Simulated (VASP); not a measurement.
# B (P6/mmm) in VASP: further runs

Runs on B. Level: PBE. Tasks: single point, relaxation of cell and atoms.

All numbers are computed with VASP 6.6.1; they aren't measurements. Logs are shortened: lines on timing, memory, paths and dates and some standing lists are left out, and cuts for length are marked.

### Step 1. The cell of the first run

The structure is hexagonal, space group P6/mmm (No. 191). The conventional cell has a = 4.292 Å, b = 4.292 Å, c = 1.598 Å, α = 90.00°, β = 90.00°, γ = 120.00°. Within 2.1 Å of B (site symmetry 6/mmm) lie 2 B at 1.60 Å. Within 2.1 Å of B (site symmetry -6m2) lie 2 B at 1.60 Å.

This isn't the form of B at room conditions, which is rhombohedral.

### Step 2. Single point, PBE

Contents of INCAR:

```
SYSTEM = B
ALGO = Normal
EDIFF = 1E-7
ENCUT = 520
GGA = PE
ISIF = 2
ISMEAR = 0
LASPH = .TRUE.
LCHARG = .FALSE.
LREAL = .FALSE.
LWAVE = .FALSE.
NBANDS = 12
NELM = 80
PREC = Accurate
SIGMA = 0.1
```

Contents of KPOINTS:

```
k-points
0
G
  12 12 26
  0 0 0
```

Contents of POSCAR:

```
B
1.0
    4.2924301920      0.0000000000      0.0000000000
   -2.1462150960      3.7173535903      0.0000000000
    0.0000000000      0.0000000000      1.5983547759
B
3
Direct
    0.0000000000      0.0000000000      0.0000000000
    0.3333333333      0.6666666667      0.5000000000
    0.6666666667      0.3333333333      0.5000000000
```

Potentials or basis: VASP PAW PBE potentials, release 64 (B).

The run is started by

```
> cat potpaw_PBE.64/B/POTCAR > POTCAR
> mpirun -np 1 vasp_std > vasp.out
```

OUTCAR:

```text
SYSTEM = B
   EDIFF = 1E-7
   ENCUT = 520
   GGA = PE
   ISIF = 2
   ISMEAR = 0
   LASPH = .TRUE.
   LREAL = .FALSE.
   NELM = 80
   PREC = Accurate

 ion  position               nearest neighbor table
   1  0.000  0.000  0.000-
   2  0.333  0.667  0.500-
   3  0.667  0.333  0.500-

  LATTYP: Found a hexagonal cell.
 ALAT       =     4.2924301920
 C/A-ratio  =     0.3723659336

  Lattice vectors:

 A1 = (   4.2924301920,   0.0000000000,   0.0000000000)
 A2 = (  -2.1462150960,   3.7173535903,   0.0000000000)
 A3 = (   0.0000000000,   0.0000000000,   1.5983547759)

Analysis of symmetry for initial positions (statically):
=====================================================================
 Subroutine PRICEL returns:
 Original cell was already a primitive cell.

 Routine SETGRP: Setting up the symmetry group for a
 hexagonal supercell.

 Subroutine GETGRP returns: Found 24 space group operations
 (whereof 24 operations were pure point group operations)
 out of a pool of 24 trial point group operations.

The static configuration has the point symmetry D_6h.

Analysis of symmetry for dynamics (positions and initial velocities):
=====================================================================
 Subroutine PRICEL returns:
 Original cell was already a primitive cell.

 Routine SETGRP: Setting up the symmetry group for a
 hexagonal supercell.

 Subroutine GETGRP returns: Found 24 space group operations
 (whereof 24 operations were pure point group operations)
 out of a pool of 24 trial point group operations.

The dynamic configuration has the point symmetry D_6h.

 Subroutine INISYM returns: Found 24 space group operations
 (whereof 24 operations are pure point group operations),
 and found     1 'primitive' translations

----------------------------------------------------------------------------------------

                                     Primitive cell

  volume of cell :      25.5041

  direct lattice vectors                    reciprocal lattice vectors
     4.292430192  0.000000000  0.000000000     0.232968262  0.134504289  0.000000000
    -2.146215096  3.717353590  0.000000000     0.000000000  0.269008577  0.000000000
     0.000000000  0.000000000  1.598354776     0.000000000  0.000000000  0.625643327

  length of vectors
     4.292430192  4.292430192  1.598354776     0.269008577  0.269008577  0.625643327

  position of ions in fractional coordinates (direct lattice)
     0.000000000  0.000000000  0.000000000
     0.333333333  0.666666667  0.500000000
     0.666666667  0.333333333  0.500000000

  ion indices of the primitive-cell ions
   primitive index   ion index
                 1           1
                 2           2
                 3           3

----------------------------------------------------------------------------------------

 KPOINTS: k-points

Automatic generation of k-mesh.
 Grid dimensions read from file:
 generate k-points for:   12   12   26

 Generating k-lattice:

  Cartesian coordinates                     Fractional coordinates (reciprocal lattice)
     0.019414022  0.011208691  0.000000000     0.083333333 -0.000000000  0.000000000
     0.000000000  0.022417381  0.000000000     0.000000000  0.083333333  0.000000000
     0.000000000  0.000000000  0.024063205     0.000000000  0.000000000  0.038461538

  Length of vectors
     0.022417381  0.022417381  0.024063205

  Shift w.r.t. Gamma in fractional coordinates (k-lattice)
     0.000000000  0.000000000  0.000000000

 Subroutine IBZKPT returns following result:
 ===========================================

 Found    266 irreducible k-points:

 Following reciprocal coordinates:
            Coordinates               Weight
  0.000000  0.000000  0.000000      1.000000
  0.083333 -0.000000  0.000000      6.000000
  0.166667  0.000000  0.000000      6.000000
  0.250000  0.000000  0.000000      6.000000
  0.333333 -0.000000  0.000000      6.000000
  0.416667 -0.000000  0.000000      6.000000
[... 16 lines left out ...]
  0.250000  0.000000  0.038462     12.000000
  0.333333 -0.000000  0.038462     12.000000
 [... further k-points ...]
   k-points           NKPTS =    266   k-points in BZ     NKDIM =    266   number of bands    NBANDS=     12
   number of dos      NEDOS =    301   number of ions     NIONS =      3
   total plane-waves  NPLWV =  12288
   dimension x,y,z NGX =    32 NGY =   32 NGZ =   12
   dimension x,y,z NGXF=    64 NGYF=   64 NGZF=   24
   ions per type =               3
   NGX,Y,Z   is equivalent  to a cutoff of  12.39, 12.39, 12.48 a.u.
   NGXF,Y,Z  is equivalent  to a cutoff of  24.79, 24.79, 24.96 a.u.
 SYSTEM =  B
   PREC   = accura    normal or accurate (medium, high low for compatibility)
   ISTART =      0    job   : 0-new  1-cont  2-samecut
   ICHARG =      2    charge: 1-file 2-atom 10-const
   ISPIN  =      1    spin polarized calculation?
   LNONCOLLINEAR =      F non collinear calculations
   LSORBIT =      F    spin-orbit coupling
   LASPH  =      T    aspherical Exc in radial PAW
   ENCUT  =  520.0 eV  38.22 Ry    6.18 a.u.   7.98  7.98  2.97*2*pi/ulx,y,z
   NELM   =     80;   NELMIN=  2; NELMDL= -5     # of ELM steps
   EDIFF  = 0.1E-06   stopping-criterion for ELM
   LREAL  =      F    real-space projection
   EDIFFG = 0.1E-05   stopping-criterion for IOM
   NSW    =      0    number of steps for IOM
   IBRION =     -1    ionic relax: 0-MD 1-quasi-New 2-CG
   NFREE  =      0    steps in history (QN), initial steepest desc. (CG)
   ISIF   =      2    stress and relaxation
   ISYM   =      2    0-nonsym 1-usesym 2-fastsym
   POTIM  = 0.5000    time-step for ionic-motion
   TEBEG  =    0.0;   TEEND  =   0.0 temperature during run
   PSTRESS=    0.0 pullay stress
   NELECT =       9.0000    total number of electrons
   NUPDOWN=      -1.0000    fix difference up-down
   EMIN   =  10.00;   EMAX   =-10.00  energy-range for DOS
   EFERMI =   0.00;   METHOD = LEGACY
   ISMEAR =     0;   SIGMA  =   0.10  broadening in eV -4-tet -1-fermi 0-gaus
   EFERMI_NEDOS =   21; number of points for ismear=-14 and -15
   IALGO  =     38    algorithm
   IMIX   =      4    mixing-type and parameters
     AMIX     =   0.40;   BMIX     =  1.00
     AMIX_MAG =   1.60;   BMIX_MAG =  1.00
  volume/ion in A,a.u.               =       8.50        57.37
  Fermi-wavevector in a.u.,A,eV,Ry     =   1.156873  2.186172 18.209417  1.338354
  Thomas-Fermi vector in A             =   2.293489
   LORBIT       =      0    0 simple, 1 ext, 2 COOP (PROOUT), +10 PAW based schemes
   GGA     = PE    functional components
   LHFCALC =     F    Hartree Fock is set to
   AEXX    =    0.0000 exact exchange contribution
   IVDW    =     0    specifies the selected vdW correction
   LEPSILON=     F    determine dielectric tensor
   LRPA    =     F    only Hartree local field effects (RPA)
 non-spin polarized calculation
 Gauss-broadening in eV      SIGMA  =   0.10
  energy-cutoff  :      520.00
  volume of cell :       25.50
 maximum number of plane-waves:       711
 NGX is ok and might be reduce to    32
   NGX = 15   NGY = 15   NGZ =  5

 number of electron       9.0000000 magnetization

 Free energy of the ion-electron system (eV)
  ---------------------------------------------------
  ext. energy  EPLUGINS =         0.00000000
  ---------------------------------------------------
  free energy    TOTEN  =       -16.75295087 eV

  energy without entropy =      -16.74953445  energy(sigma->0) =      -16.75124266

 E-fermi :   5.4478     XC(G=0): -11.2163

 val. band max:        5.4401087014   @ k =   0.1667   0.0000   0.2308
 cond. band min:       5.4517686943   @ k =   0.1667   0.0000   0.3077
 fundamental gap:      0.0116599929
 Fermi energy:         5.4478236513

 k-point     1 :       0.0000    0.0000    0.0000
  band No.  band energies     occupation
      1      -8.8137      2.00000
      2      -1.0771      2.00000
      3      -1.0362      2.00000
      4       0.6765      2.00000
      5       0.6765      2.00000
      6       0.6861      2.00000
      7       0.6861      2.00000
      8      10.8700      0.00000
      9      10.8700      0.00000
     10      23.6766      0.00000
     11      25.3519      0.00000
     12      25.3519      0.00000

 k-point     2 :       0.0833   -0.0000    0.0000
  band No.  band energies     occupation
      1      -8.7510      2.00000
      2      -1.6084      2.00000
      3      -1.3287      2.00000
      4      -0.0459      2.00000
      5       0.5435      2.00000
      6       1.5277      2.00000
      7       1.8364      2.00000
      8      10.5920      0.00000
      9      10.7696      0.00000
     10      23.8704      0.00000
     11      24.4784      0.00000
     12      25.3878      0.00000

 k-point     3 :       0.1667    0.0000    0.0000
  band No.  band energies     occupation
      1      -8.5630      2.00000
      2      -2.7058      2.00000
      3      -1.7294      2.00000
      4      -0.6475      2.00000
      5       1.1595      2.00000
      6       2.4840      2.00000
      7       3.2873      2.00000
      8       9.8438      0.00000
      9      10.4568      0.00000
     10      23.1393      0.00000
     11      23.3159      0.00000
     12      24.2675      0.00000

 k-point     4 :       0.2500    0.0000    0.0000
  band No.  band energies     occupation
      1      -8.2500      2.00000
      2      -3.8170      2.00000
      3      -2.0723      2.00000
      4      -1.1191      2.00000
      5       2.0002      2.00000
      6       3.5368      2.00000
      7       4.8010      2.00000
      8       8.8007      0.00000
      9       9.9095      0.00000
     10      21.2094      0.00000
     11      22.0732      0.00000
     12      23.4105      0.00000

 k-point     5 :       0.3333   -0.0000    0.0000
  band No.  band energies     occupation
      1      -7.8125      2.00000
      2      -4.8441      2.00000
      3      -2.3253      2.00000
      4      -1.4578      2.00000
      5       2.9684      2.00000
      6       4.6657      2.00000
      7       6.2421      0.00000
      8       7.6160      0.00000
      9       9.1239      0.00000
     10      19.2984      0.00000
     11      21.4216      0.00000
     12      22.4942      0.00000
[... 228 lines left out ...]
      1      -8.6847      2.00000
      2      -1.5585      2.00000
      3      -1.2867      2.00000
      4       0.0379      2.00000
      5       0.6149      2.00000
      6       1.6110      2.00000
      7       1.9154      2.00000
      8      10.6650      0.00000
      9      10.8444      0.00000
     10      23.6273      0.00000
     11      24.5649      0.00000
     12      25.4456      0.00000

 k-point    22 :       0.1667    0.0000    0.0385
  band No.  band energies     occupation
      1      -8.4968      2.00000
      2      -2.6468      2.00000
      3      -1.6846      2.00000
      4      -0.5635      2.00000
      5       1.2224      2.00000
      6       2.5670      2.00000
      7       3.3635      2.00000
      8       9.9133      0.00000
      9      10.5323      0.00000
     10      23.2253      0.00000
     11      23.3631      0.00000
     12      24.0429      0.00000

 k-point    23 :       0.2500    0.0000    0.0385
  band No.  band energies     occupation
      1      -8.1839      2.00000
      2      -3.7547      2.00000
      3      -2.0262      2.00000
      4      -1.0351      2.00000
      5       2.0603      2.00000
      6       3.6193      2.00000
      7       4.8765      2.00000
      8       8.8665      0.00000
      9       9.9859      0.00000
     10      21.2535      0.00000
     11      22.1580      0.00000
     12      23.4859      0.00000

 k-point    24 :       0.3333   -0.0000    0.0385
  band No.  band energies     occupation
      1      -7.7465      2.00000
      2      -4.7802      2.00000
      3      -2.2786      2.00000
      4      -1.3737      2.00000
      5       3.0277      2.00000
      6       4.7476      2.00000
      7       6.3181      0.00000
      8       7.6791      0.00000
      9       9.2016      0.00000
     10      19.3411      0.00000
     11      21.5050      0.00000
     12      22.5712      0.00000

 [... further k-points ...]
[... 5 lines left out ...]
  --------------------------------------------------------------------------------------
  -------------------------------------------------------------------------------------
  Total       -0.0028536     -0.0028536     -0.0231700      0.0000000      0.0000000      0.0000000
  in kB       -0.1792638     -0.1792638     -1.4555478      0.0000000      0.0000000      0.0000000
  external PRESSURE =      -0.6046918 kB  Pullay stress =       0.0000000 kB

 VOLUME and BASIS-vectors are now :
 -----------------------------------------------------------------------------
  energy-cutoff  :      520.00
  volume of cell :       25.50
      direct lattice vectors                 reciprocal lattice vectors
     4.292430192  0.000000000  0.000000000     0.232968262  0.134504289  0.000000000
    -2.146215096  3.717353590  0.000000000     0.000000000  0.269008577  0.000000000
     0.000000000  0.000000000  1.598354776     0.000000000  0.000000000  0.625643327

 POSITION                                       TOTAL-FORCE (eV/Angst)
 -----------------------------------------------------------------------------------
      0.00000      0.00000      0.00000         0.000000      0.000000      0.000000
     -0.00000      2.47824      0.79918        -0.000000     -0.000000      0.000000
      2.14622      1.23912      0.79918         0.000000      0.000000      0.000000
 -----------------------------------------------------------------------------------
    total drift:                               -0.000000      0.000000     -0.000000

  FREE ENERGIE OF THE ION-ELECTRON SYSTEM (eV)
  ---------------------------------------------------
  free  energy   TOTEN  =       -16.7529508750 eV

  energy  without entropy=      -16.7495344467  energy(sigma->0) =      -16.75124266
```

It took 55 s on 1 thread of Intel Xeon 8259CL, shared host; peak memory 0.18 GiB.

What came out:

- Free energy: -16.7530 eV
- Pressure: -0.1 GPa
- Band gap on the k mesh: zero (an odd number of electrons rules out a gap without spin polarisation)

Levels at points of the mesh, in eV from the Fermi level:
```
           k point  band 2  band 3  band 4  band 5  band 6  band 7  band 8  band 9
(0.00, 0.00, 0.00)   -6.52   -6.48   -4.77   -4.77   -4.76   -4.76    5.42    5.42
(0.50, 0.00, 0.00)  -12.00   -7.98   -7.18   -0.26   -0.26    1.55    1.59    2.40
(0.00, 0.00, 0.50)   -4.71   -3.05    3.97    6.45    6.45    6.85    7.67    7.67
(0.50, 0.00, 0.50)   -4.52   -3.94    3.30    5.19    5.23    5.39    6.99    8.68
```

### Step 3. Single point, PBE

This run uses another cell than the first one, of 8.62 Å³/atom.

Contents of INCAR:

```
SYSTEM = B
PREC = Accurate
ENCUT = 520
EDIFF = 1E-6
ISMEAR = 0
SIGMA = 0.1
LREAL = .False.
LASPH = .True.
NELM = 100
ALGO = Normal
ISIF = 2
LWAVE = .False.
LCHARG = .False.
GGA = PE
NBANDS = 12
```

Contents of KPOINTS:

```
Automatic mesh
0
Gamma
  15 15 22
  0 0 0
```

Contents of POSCAR:

```
B
1.0
    4.3252029122      0.0000000000      0.0000000000
   -2.1626014561      3.7457355985      0.0000000000
    0.0000000000      0.0000000000      1.5961792004
B
3
Direct
    0.0000000000      0.0000000000      0.0000000000
    0.3333333333      0.6666666667      0.5000000000
    0.6666666667      0.3333333333      0.5000000000
```

Potentials or basis: VASP PAW PBE potentials, release 64 (B).

The run is started by

```
> cat potpaw_PBE.64/B/POTCAR > POTCAR
> mpirun -np 1 vasp_std > vasp.out
```

Run time: 59 s. Hardware: 1 thread of Intel Xeon 8259CL, shared host; peak memory 0.19 GiB.

The run converged. Its results:

```
Free energy            : -16.7586 eV
Pressure               : 0.0 GPa
Band gap on the k mesh : zero (an odd number of electrons rules out a gap without spin polarisation)
```

Stress tensor (GPa, compression positive):
```
 0.03  0.00  0.00
 0.00  0.03  0.00
 0.00  0.00 -0.17
```

Levels at points of the mesh, in eV from the Fermi level:
```tsv
k point	band 2	band 3	band 4	band 5	band 6	band 7	band 8	band 9
(0.00, 0.00, 0.00)	-6.57	-6.53	-4.68	-4.68	-4.67	-4.67	5.26	5.26
(0.00, 0.00, 0.50)	-4.60	-3.03	4.09	6.60	6.60	6.90	7.80	7.80
```

### Step 4. Relaxation of cell and atoms, PBE

This run uses another cell than the first one, of 6.20 Å³/atom.

Contents of INCAR:

```
ALGO = Normal
EDIFF = 1E-6
EDIFFG = -0.01
ENCUT = 600
GGA = PE
IBRION = 2
ISIF = 3
ISMEAR = 0
LASPH = T
LCHARG = F
LREAL = F
LWAVE = F
NELM = 80
NSW = 100
PREC = Accurate
SIGMA = 0.1
```

Contents of KPOINTS:

```
k-points
0
Gamma
  15 15 22
```

Contents of POSCAR:

```
B
1.0
    3.3516162799      0.0000000000      0.0000000000
   -1.6758081399      2.9025848421      0.0000000000
    0.0000000000      0.0000000000      1.9119822887
B
3
Direct
    0.0000000000      0.0000000000      0.0000000000
    0.3333333333      0.6666666667      0.5000000000
    0.6666666667      0.3333333333      0.5000000000
```

The run is started by

```
> cat potpaw_PBE.64/B/POTCAR > POTCAR
> mpirun -np 1 vasp_std > vasp.out
```

Wall time 6.8 min (1 thread of Intel Xeon 8259CL, shared host); peak memory 0.17 GiB.

It converged, with:

* Free energy: -16.7561 eV
* Relaxed volume: 8.60 Å³/atom
* Relaxed cell: a = 4.321 Å, b = 4.321 Å, c = 1.596 Å, α = 90.00°, β = 90.00°, γ = 120.00°
* Space group after relaxing (to 0.1 Å): P6/mmm (No. 191)
* Energy gained by relaxing: 493.2 meV/atom
* Ionic steps: 20
* Pressure after relaxing: 0.0 GPa
* Band gap on the k mesh: zero (an odd number of electrons rules out a gap without spin polarisation)

Stress tensor (GPa, compression positive):
```
 0.12  0.00  0.00
 0.00  0.12  0.00
 0.00  0.00 -0.15
```

The path:
```csv
step,energy change (eV),largest force (eV/Å),pressure (GPa),volume (Å³)
1,0.0000,0.0000,0.32,18.60
2,-0.0108,0.0000,1.19,18.63
3,-0.0677,0.0000,3.59,18.71
4,-0.2404,0.0000,12.43,18.81
5,-0.6815,0.0000,51.52,18.73
6,-0.6379,0.0000,58.19,18.70
7,-0.6719,0.0000,53.74,18.72
8,-0.7122,0.0000,51.14,18.85
9,-0.8214,0.0000,43.70,19.21
10,-0.9898,0.0000,30.24,19.96
11,-1.1474,0.0000,8.26,21.50
12,-1.1534,0.0000,4.22,21.85
13,-1.2250,0.0000,3.66,22.18
14,-1.3733,0.0000,2.95,23.17
15,-1.4651,0.0000,5.88,25.16
16,-1.4665,0.0000,5.55,24.94
17,-1.4665,0.0000,5.65,25.01
18,-1.4788,0.0000,1.37,25.61
19,-1.4796,0.0000,-0.07,25.83
20,-1.4796,0.0000,0.03,25.81
```

Final structure:
```xyz
3
Lattice="4.3209 0.0000 0.0000 -2.1604 3.7420 0.0000 0.0000 0.0000 1.5963" Properties=species:S:1:pos:R:3 pbc="T T T"
B     0.0000    0.0000    0.0000
B     0.0000    2.4947    0.7981
B     2.1604    1.2473    0.7981
```

Levels at points of the mesh, in eV from the Fermi level:
```tsv
k point	band 1	band 2	band 3	band 4	band 5	band 6	band 7	band 8
(0.00, 0.00, 0.00)	-14.11	-6.56	-6.52	-4.69	-4.69	-4.68	-4.68	5.29
(0.00, 0.00, 0.50)	-5.38	-4.61	-3.03	4.08	6.58	6.58	7.79	7.79
```

Caveat: the volume moved by over 15 % at a fixed basis, so the end points are rough.

### Step 5. Overview

| task | cell | k mesh | cutoff (eV) | gap on the mesh (eV) | pressure (GPa) |
| --- | --- | --- | --- | --- | --- |
| single point | a = 4.292, b = 4.292, c = 1.598 Å, angles 90.0, 90.0, 120.0°, 3 atoms | 12 × 12 × 26 | 520 | none | -0.1 |
| single point | a = 4.325, b = 4.325, c = 1.596 Å, angles 90.0, 90.0, 120.0°, 3 atoms | 15 × 15 × 22 | 520 | none | 0.0 |
| relaxation of cell and atoms | relaxed from a = 3.352, b = 3.352, c = 1.912 Å, angles 90.0, 90.0, 120.0°, 3 atoms | 15 × 15 × 22 | 600 | none | 0.0 |

Alike in all rows: level PBE; potentials or basis VASP PAW PBE potentials, release 64 (B); no spin polarisation; smearing gaussian 0.1 eV.

Caveats: the volume moved by over 15 % at a fixed basis, so the end points are rough (at least some runs).

Total energies depend on the potentials used, so only differences within one code and one set of settings carry meaning.
